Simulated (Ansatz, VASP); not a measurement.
## Two plane-wave programs on SrO

File INCAR:

```
  PREC = Accurate
  ENCUT = 520
  EDIFF = 1E-7
  ISMEAR = 0
  SIGMA = 0.05
  LREAL = False
  LASPH = True
  NELM = 100
  ALGO = Normal
  ISIF = 2
  LWAVE = False
  LCHARG = True
  GGA = PS
  LELF = True
  LVHAR = True
  NBANDS = 15
```

The input KPOINTS:

```
regular mesh
0
Gamma
  8 8 8
```

The input POSCAR:

```
SrO
1.0
    0.0000000000      2.4894405709      2.7383846280
    2.4894405709      0.0000000000      2.7383846280
    2.4894405709      2.4894405709      0.0000000000
Sr O
1 1
Direct
    0.0000000000      0.0000000000      0.0000000000
    0.5000000000      0.5000000000      0.5000000000
```

Input for Ansatz:

```yaml
crystal:
  lattice:
    - [0.0, 2.4894405709, 2.738384628]
    - [2.4894405709, 0.0, 2.738384628]
    - [2.4894405709, 2.4894405709, 0.0]
  atoms:
    - { symbol: Sr, position: [0.0, 0.0, 0.0] }
    - { symbol: O, position: [0.5, 0.5, 0.5] }
basis:
  ecutwfc: 420
kpoints:
  mp_grid: { grid: [8, 8, 8] }
hamiltonian:
  xc: pbesol
scf:
  occupations: { method: gaussian, width: 0.05 }
output:
  forces: true
  stress: true
  eigenvalues: true
```

Alike in both runs: task single point; functional PBEsol; k mesh 8 × 8 × 8; occupations gaussian, width 0.05 eV; no spin polarisation.

|  | VASP | Ansatz |
| --- | --- | --- |
| version | VASP 6.6.1 | Ansatz 0.2.0 |
| potentials or method | VASP PAW PBE potentials, release 64 (Sr_sv, O), cutoff 520 eV | scalar-relativistic, plane waves, PAW |
| valence electrons in the cell | 16 | 16 |

Ansatz gave:

* gap on the k mesh at the Fermi level (eV): 3.04
* least direct gap on the mesh (eV): 3.06
* pressure (GPa): 0.9
* traceless stress, the component that is largest in VASP (GPa): -7.13

Question: Estimate VASP's values.

Answer: gap on the k mesh at the Fermi level (eV): 2.98; least direct gap on the mesh (eV): 3.02; pressure (GPa): 1.6; traceless stress, the component that is largest in VASP (GPa): -7.55.

VASP's potentials were made for PBE, not for PBEsol.
